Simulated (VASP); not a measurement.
# RbBr (P4/mmm) in VASP: a series of runs

Runs on RbBr. Level: PBE. Tasks: single point.

Program: VASP 6.6.1. These are calculated values, not measurements. Logs are shortened: lines on timing, memory, paths and dates and some standing lists are left out, and cuts for length are marked.

## Step 1: The cell of the first run

It takes space group P4/mmm (No. 123, tetragonal). The conventional cell has a = 4.632 Å, b = 4.632 Å, c = 3.275 Å, α = 90.00°, β = 90.00°, γ = 90.00°. Rb (site symmetry 4/mmm) has 2 Rb at 3.27 Å and 8 Br at 3.66 Å within 4.3 Å. Br (site symmetry 4/mmm) has 2 Br at 3.27 Å and 8 Rb at 3.66 Å within 4.3 Å.

## Step 2: Single point, PBE

Input file INCAR:

```
ALGO = Normal ; EDIFF = 1E-6
ENCUT = 520 ; GGA = PE
ISIF = 2 ; ISMEAR = 0
LASPH = T ; LCHARG = F
LREAL = F ; LWAVE = F
NBANDS = 15 ; NELM = 100
PREC = Accurate ; SIGMA = 0.05
```

Input file KPOINTS:

```
k-points
0
Gamma
  6 6 6
```

Input file POSCAR:

```
RbBr
1.0
    4.6315983308      0.0000000000      0.0000000000
    0.0000000000      4.6315983308      0.0000000000
    0.0000000000      0.0000000000      3.2745400198
Rb Br
1 1
Direct
    0.0000000000      0.0000000000      0.0000000000
    0.5000000000      0.5000000000      0.5000000000
```

Potentials or basis: VASP PAW PBE potentials, release 64 (Rb_sv, Br).

Launch:

```
$ cat potpaw_PBE.64/Rb_sv/POTCAR potpaw_PBE.64/Br/POTCAR > POTCAR
$ mpirun -np 1 vasp_std > vasp.out
```

OUTCAR:

```text
EDIFF = 1E-6
   ENCUT = 520
   GGA = PE
   ISIF = 2
   ISMEAR = 0
   LASPH = T
   LREAL = F
   NELM = 100
   PREC = Accurate

 ion  position               nearest neighbor table
   1  0.000  0.000  0.000-   2 3.66   2 3.66   2 3.66   2 3.66   2 3.66   2 3.66   2 3.66   2 3.66

   2  0.500  0.500  0.500-   1 3.66   1 3.66   1 3.66   1 3.66   1 3.66   1 3.66   1 3.66   1 3.66

  LATTYP: Found a simple tetragonal cell.
 ALAT       =     4.6315983308
 C/A-ratio  =     0.7070000000

  Lattice vectors:

 A1 = (   4.6315983308,   0.0000000000,   0.0000000000)
 A2 = (   0.0000000000,   4.6315983308,   0.0000000000)
 A3 = (   0.0000000000,   0.0000000000,   3.2745400198)

Analysis of symmetry for initial positions (statically):
=====================================================================
 Subroutine PRICEL returns:
 Original cell was already a primitive cell.

 Routine SETGRP: Setting up the symmetry group for a
 simple tetragonal supercell.

 Subroutine GETGRP returns: Found 16 space group operations
 (whereof 16 operations were pure point group operations)
 out of a pool of 16 trial point group operations.

The static configuration has the point symmetry D_4h.

Analysis of symmetry for dynamics (positions and initial velocities):
=====================================================================
 Subroutine PRICEL returns:
 Original cell was already a primitive cell.

 Routine SETGRP: Setting up the symmetry group for a
 simple tetragonal supercell.

 Subroutine GETGRP returns: Found 16 space group operations
 (whereof 16 operations were pure point group operations)
 out of a pool of 16 trial point group operations.

The dynamic configuration has the point symmetry D_4h.

 Subroutine INISYM returns: Found 16 space group operations
 (whereof 16 operations are pure point group operations),
 and found     1 'primitive' translations

----------------------------------------------------------------------------------------

                                     Primitive cell

  volume of cell :      70.2445

  direct lattice vectors                    reciprocal lattice vectors
     4.631598331  0.000000000  0.000000000     0.215908187  0.000000000  0.000000000
     0.000000000  4.631598331  0.000000000     0.000000000  0.215908187  0.000000000
     0.000000000  0.000000000  3.274540020     0.000000000  0.000000000  0.305386404

  length of vectors
     4.631598331  4.631598331  3.274540020     0.215908187  0.215908187  0.305386404

  position of ions in fractional coordinates (direct lattice)
     0.000000000  0.000000000  0.000000000
     0.500000000  0.500000000  0.500000000

  ion indices of the primitive-cell ions
   primitive index   ion index
                 1           1
                 2           2

----------------------------------------------------------------------------------------

 KPOINTS: k-points

Automatic generation of k-mesh.
 Grid dimensions read from file:
 generate k-points for:    6    6    6

 Generating k-lattice:

  Cartesian coordinates                     Fractional coordinates (reciprocal lattice)
     0.035984698  0.000000000  0.000000000     0.166666667  0.000000000  0.000000000
     0.000000000  0.035984698  0.000000000     0.000000000  0.166666667  0.000000000
     0.000000000  0.000000000  0.050897734     0.000000000  0.000000000  0.166666667

  Length of vectors
     0.035984698  0.035984698  0.050897734

  Shift w.r.t. Gamma in fractional coordinates (k-lattice)
     0.000000000  0.000000000  0.000000000

 Subroutine IBZKPT returns following result:
 ===========================================

 Found     40 irreducible k-points:

 Following reciprocal coordinates:
            Coordinates               Weight
  0.000000  0.000000  0.000000      1.000000
  0.166667  0.000000  0.000000      4.000000
  0.333333  0.000000  0.000000      4.000000
  0.500000  0.000000  0.000000      2.000000
  0.166667  0.166667  0.000000      4.000000
  0.333333  0.166667  0.000000      8.000000
[... 16 lines left out ...]
  0.333333  0.000000  0.333333      8.000000
  0.500000  0.000000  0.333333      4.000000
 [... further k-points ...]
   k-points           NKPTS =     40   k-points in BZ     NKDIM =     40   number of bands    NBANDS=     15
   number of dos      NEDOS =    301   number of ions     NIONS =      2
   total plane-waves  NPLWV =  31104
   dimension x,y,z NGX =    36 NGY =   36 NGZ =   24
   dimension x,y,z NGXF=    72 NGYF=   72 NGZF=   48
   ions per type =               1   1
   NGX,Y,Z   is equivalent  to a cutoff of  12.92, 12.92, 12.18 a.u.
   NGXF,Y,Z  is equivalent  to a cutoff of  25.84, 25.84, 24.37 a.u.
 SYSTEM =  unknown system
   PREC   = accura    normal or accurate (medium, high low for compatibility)
   ISTART =      0    job   : 0-new  1-cont  2-samecut
   ICHARG =      2    charge: 1-file 2-atom 10-const
   ISPIN  =      1    spin polarized calculation?
   LNONCOLLINEAR =      F non collinear calculations
   LSORBIT =      F    spin-orbit coupling
   LASPH  =      T    aspherical Exc in radial PAW
   ENCUT  =  520.0 eV  38.22 Ry    6.18 a.u.   8.61  8.61  6.09*2*pi/ulx,y,z
   NELM   =    100;   NELMIN=  2; NELMDL= -5     # of ELM steps
   EDIFF  = 0.1E-05   stopping-criterion for ELM
   LREAL  =      F    real-space projection
   EDIFFG = 0.1E-04   stopping-criterion for IOM
   NSW    =      0    number of steps for IOM
   IBRION =     -1    ionic relax: 0-MD 1-quasi-New 2-CG
   NFREE  =      0    steps in history (QN), initial steepest desc. (CG)
   ISIF   =      2    stress and relaxation
   ISYM   =      2    0-nonsym 1-usesym 2-fastsym
   POTIM  = 0.5000    time-step for ionic-motion
   TEBEG  =    0.0;   TEEND  =   0.0 temperature during run
   PSTRESS=    0.0 pullay stress
   NELECT =      16.0000    total number of electrons
   NUPDOWN=      -1.0000    fix difference up-down
   EMIN   =  10.00;   EMAX   =-10.00  energy-range for DOS
   EFERMI =   0.00;   METHOD = LEGACY
   ISMEAR =     0;   SIGMA  =   0.05  broadening in eV -4-tet -1-fermi 0-gaus
   EFERMI_NEDOS =   21; number of points for ismear=-14 and -15
   IALGO  =     38    algorithm
   IMIX   =      4    mixing-type and parameters
     AMIX     =   0.40;   BMIX     =  1.00
     AMIX_MAG =   1.60;   BMIX_MAG =  1.00
  volume/ion in A,a.u.               =      35.12       237.02
  Fermi-wavevector in a.u.,A,eV,Ry     =   0.999795  1.889338 13.600238  0.999589
  Thomas-Fermi vector in A             =   2.132108
   LORBIT       =      0    0 simple, 1 ext, 2 COOP (PROOUT), +10 PAW based schemes
   GGA     = PE    functional components
   LHFCALC =     F    Hartree Fock is set to
   AEXX    =    0.0000 exact exchange contribution
   IVDW    =     0    specifies the selected vdW correction
   LEPSILON=     F    determine dielectric tensor
   LRPA    =     F    only Hartree local field effects (RPA)
 non-spin polarized calculation
 Gauss-broadening in eV      SIGMA  =   0.05
  energy-cutoff  :      520.00
  volume of cell :       70.24
 maximum number of plane-waves:      1916
 NGX is ok and might be reduce to    36

 number of electron      16.0000003 magnetization

 Free energy of the ion-electron system (eV)
  ---------------------------------------------------
  ext. energy  EPLUGINS =         0.00000000
  ---------------------------------------------------
  free energy    TOTEN  =        -5.34489162 eV

  energy without entropy =       -5.34489162  energy(sigma->0) =       -5.34489162

 E-fermi :   1.6804     XC(G=0):  -7.9102

 val. band max:        1.4047704913   @ k =   0.5000   0.5000   0.0000
 cond. band min:       3.0514747601   @ k =   0.0000   0.0000   0.0000
 fundamental gap:      1.6467042689
 Fermi energy:         1.6804037160

 k-point     1 :       0.0000    0.0000    0.0000
  band No.  band energies     occupation
      1     -26.3542      2.00000
      2     -13.0754      2.00000
      3     -10.3359      2.00000
      4     -10.3359      2.00000
      5      -9.6739      2.00000
      6      -1.1039      2.00000
      7      -1.1039      2.00000
      8       1.3536      2.00000
      9       3.0515      0.00000
     10       4.2332      0.00000
     11       5.6080      0.00000
     12       7.2734      0.00000
     13      10.9147      0.00000
     14      10.9147      0.00000
     15      10.9184      0.00000

 k-point     2 :       0.1667    0.0000    0.0000
  band No.  band energies     occupation
      1     -26.3529      2.00000
      2     -13.0893      2.00000
      3     -10.3293      2.00000
      4     -10.3218      2.00000
      5      -9.6723      2.00000
      6      -1.4345      2.00000
      7      -1.1608      2.00000
      8       1.3513      2.00000
      9       3.5672      0.00000
     10       4.6616      0.00000
     11       5.6988      0.00000
     12       7.5196      0.00000
     13      10.5925      0.00000
     14      10.8823      0.00000
     15      10.9713      0.00000

 k-point     3 :       0.3333    0.0000    0.0000
  band No.  band energies     occupation
      1     -26.3504      2.00000
      2     -13.1172      2.00000
      3     -10.3159      2.00000
      4     -10.2922      2.00000
      5      -9.6691      2.00000
      6      -1.9570      2.00000
      7      -1.2714      2.00000
      8       1.3466      2.00000
      9       4.5397      0.00000
     10       5.6061      0.00000
     11       6.0597      0.00000
     12       8.2052      0.00000
     13       9.7982      0.00000
     14      10.4696      0.00000
     15      10.4747      0.00000
[... 343 lines left out ...]
 k-point    23 :       0.3333    0.0000    0.3333
  band No.  band energies     occupation
      1     -26.1876      2.00000
      2     -12.6422      2.00000
      3     -10.9919      2.00000
      4     -10.1766      2.00000
      5     -10.1255      2.00000
      6      -1.5967      2.00000
      7      -1.1550      2.00000
      8      -0.7279      2.00000
      9       5.1314      0.00000
     10       5.9245      0.00000
     11       6.4767      0.00000
     12       7.9159      0.00000
     13       8.1188      0.00000
     14       8.6920      0.00000
     15      10.9671      0.00000

 k-point    24 :       0.5000    0.0000    0.3333
  band No.  band energies     occupation
      1     -26.1866      2.00000
      2     -12.6267      2.00000
      3     -11.0135      2.00000
      4     -10.1904      2.00000
      5     -10.1218      2.00000
      6      -1.5076      2.00000
      7      -1.3036      2.00000
      8      -0.7175      2.00000
      9       5.0801      0.00000
     10       5.7211      0.00000
     11       6.3093      0.00000
     12       7.6522      0.00000
     13       9.0365      0.00000
     14       9.5439      0.00000
     15       9.8229      0.00000

 [... further k-points ...]
[... 5 lines left out ...]
  --------------------------------------------------------------------------------------
  -------------------------------------------------------------------------------------
  Total       -1.3711265     -1.3711265      5.3666826      0.0000000     -0.0000000     -0.0000000
  in kB      -31.2734678    -31.2734678    122.4064818      0.0000000     -0.0000000     -0.0000000
  external PRESSURE =      19.9531821 kB  Pullay stress =       0.0000000 kB

 VOLUME and BASIS-vectors are now :
 -----------------------------------------------------------------------------
  energy-cutoff  :      520.00
  volume of cell :       70.24
      direct lattice vectors                 reciprocal lattice vectors
     4.631598331  0.000000000  0.000000000     0.215908187  0.000000000  0.000000000
     0.000000000  4.631598331  0.000000000     0.000000000  0.215908187  0.000000000
     0.000000000  0.000000000  3.274540020     0.000000000  0.000000000  0.305386404

 POSITION                                       TOTAL-FORCE (eV/Angst)
 -----------------------------------------------------------------------------------
      0.00000      0.00000      0.00000         0.000000      0.000000      0.000000
      2.31580      2.31580      1.63727         0.000000      0.000000      0.000000
 -----------------------------------------------------------------------------------
    total drift:                                0.000000      0.000000      0.000000

  FREE ENERGIE OF THE ION-ELECTRON SYSTEM (eV)
  ---------------------------------------------------
  free  energy   TOTEN  =        -5.3448916154 eV

  energy  without entropy=       -5.3448916154  energy(sigma->0) =       -5.34489162
```

Wall time 14 s (1 thread of Intel Xeon Platinum 8488C (Sapphire Rapids), shared host); peak memory 0.2 GiB.

What came out:

| Property | Result |
| --- | --- |
| Free energy | -5.3449 eV |
| Pressure | 2.0 GPa |
| Band gap on the k mesh | 1.65 eV, indirect (least direct gap 1.70 eV) |

 A k mesh can miss the band edges.

## Step 3: Single point, PBE

This run uses another cell than the first one, of the same volume but with other edges.

Input file INCAR:

```
SYSTEM = RbBr
PREC = Accurate
ENCUT = 520
EDIFF = 1E-6
ISMEAR = 0
SIGMA = 0.05
LREAL = .FALSE.
LASPH = .TRUE.
NELM = 80
ALGO = Normal
ISIF = 2
LWAVE = .FALSE.
LCHARG = .FALSE.
GGA = PE
NBANDS = 15
```

Input file KPOINTS:

```
Automatic mesh
0
G
  6 6 6
  0 0 0
```

Input file POSCAR:

```
RbBr
1.0
    3.6761020313      0.0000000000      0.0000000000
    0.0000000000      3.6761020313      0.0000000000
    0.0000000000      0.0000000000      5.1980082722
Rb Br
1 1
Direct
    0.0000000000      0.0000000000      0.0000000000
    0.5000000000      0.5000000000      0.5000000000
```

Potentials or basis: VASP PAW PBE potentials, release 64 (Rb_sv, Br).

Launch:

```
$ cat potpaw_PBE.64/Rb_sv/POTCAR potpaw_PBE.64/Br/POTCAR > POTCAR
$ mpirun -np 1 vasp_std > vasp.out
```

Wall time 18 s (1 thread of Intel Xeon Platinum 8488C (Sapphire Rapids), shared host); peak memory 0.2 GiB.

It converged, with:

| Item | Value |
| --- | --- |
| Free energy | -5.4302 eV |
| Pressure | 0.9 GPa |
| Band gap on the k mesh | 1.94 eV, indirect (least direct gap 2.19 eV) |

Stress tensor (GPa, compression positive):
```
 4.91  0.00  0.00
 0.00  4.91  0.00
 0.00  0.00 -7.23
```

Levels at points of the mesh, in eV from the valence-band top:
| k point | band 6 | band 7 | band 8 | band 9 | band 10 | band 11 |
| --- | --- | --- | --- | --- | --- | --- |
| (0.00, 0.00, 0.00) | -1.84 | -0.25 | -0.25 | 1.94 | 4.60 | 4.88 |
| (0.50, 0.00, 0.00) | -2.69 | -1.89 | -0.05 | 4.81 | 5.54 | 7.40 |
| (0.50, 0.50, 0.00) | -1.98 | -1.98 | -1.32 | 3.27 | 4.93 | 5.21 |
| (0.00, 0.00, 0.50) | -2.71 | -0.32 | -0.32 | 4.07 | 4.87 | 6.14 |
| (0.50, 0.00, 0.50) | -2.33 | -1.76 | 0.00 | 3.73 | 5.17 | 7.26 |
| (0.50, 0.50, 0.50) | -2.19 | -2.19 | -1.86 | 5.16 | 6.67 | 7.45 |

 A k mesh can miss the band edges.

## Step 4: Single point, PBE

This run uses another cell than the first one, of the same volume but with other edges.

Input file INCAR:

```
SYSTEM = RbBr
  PREC = Accurate
  ENCUT = 520
  EDIFF = 1E-6
  ISMEAR = 0
  SIGMA = 0.05
  LREAL = .False.
  LASPH = .True.
  NELM = 60
  ALGO = Normal
  ISIF = 2
  LWAVE = .False.
  LCHARG = .True.
  GGA = PE
  LELF = .True.
  LVHAR = .True.
  NBANDS = 15
```

Input file KPOINTS:

```
regular mesh
0
Gamma
  6 6 6
  0 0 0
```

Input file POSCAR:

```
RbBr
1.0
    4.3557644372      0.0000000000      0.0000000000
    0.0000000000      4.3557644372      0.0000000000
    0.0000000000      0.0000000000      3.7023997716
Rb Br
1 1
Direct
    0.0000000000      0.0000000000      0.0000000000
    0.5000000000      0.5000000000      0.5000000000
```

Launch:

```
$ cat potpaw_PBE.64/Rb_sv/POTCAR potpaw_PBE.64/Br/POTCAR > POTCAR
$ mpirun -np 1 vasp_std > vasp.out
```

Wall time 17 s (1 thread of Intel Xeon Platinum 8488C (Sapphire Rapids), shared host); peak memory 0.19 GiB.

It converged, with:

```
Free energy            : -5.8739 eV
Pressure               : 0.9 GPa
Band gap on the k mesh : 3.26 eV, indirect (least direct gap 3.35 eV)
```

Stress tensor (GPa, compression positive):
```
-0.87  0.00  0.00
 0.00 -0.87  0.00
 0.00  0.00  4.51
```

Levels at points of the mesh, in eV from the valence-band top:
| k point | band 4 | band 5 | band 6 | band 7 | band 8 | band 9 | band 10 | band 11 | band 12 | band 13 |
| --- | --- | --- | --- | --- | --- | --- | --- | --- | --- | --- |
| (0.00, 0.00, 0.00) | -9.92 | -9.74 | -1.03 | -1.03 | -0.09 | 3.26 | 4.58 | 5.34 | 8.30 | 9.86 |
| (0.50, 0.00, 0.00) | -9.89 | -9.71 | -2.34 | -1.20 | -0.13 | 5.71 | 6.21 | 6.89 | 8.50 | 9.36 |
| (0.50, 0.50, 0.00) | -10.13 | -9.70 | -1.69 | -1.69 | 0.00 | 4.37 | 6.30 | 8.48 | 8.48 | 9.50 |
| (0.00, 0.00, 0.50) | -9.81 | -9.81 | -2.45 | -0.97 | -0.97 | 6.48 | 6.63 | 7.36 | 7.97 | 8.20 |
| (0.50, 0.00, 0.50) | -10.03 | -9.79 | -1.95 | -1.48 | -0.77 | 4.79 | 5.13 | 6.52 | 7.08 | 10.13 |
| (0.50, 0.50, 0.50) | -9.98 | -9.98 | -2.17 | -1.82 | -1.82 | 7.35 | 7.35 | 7.92 | 7.92 | 8.09 |

(Part 1 of 2 ends here.)
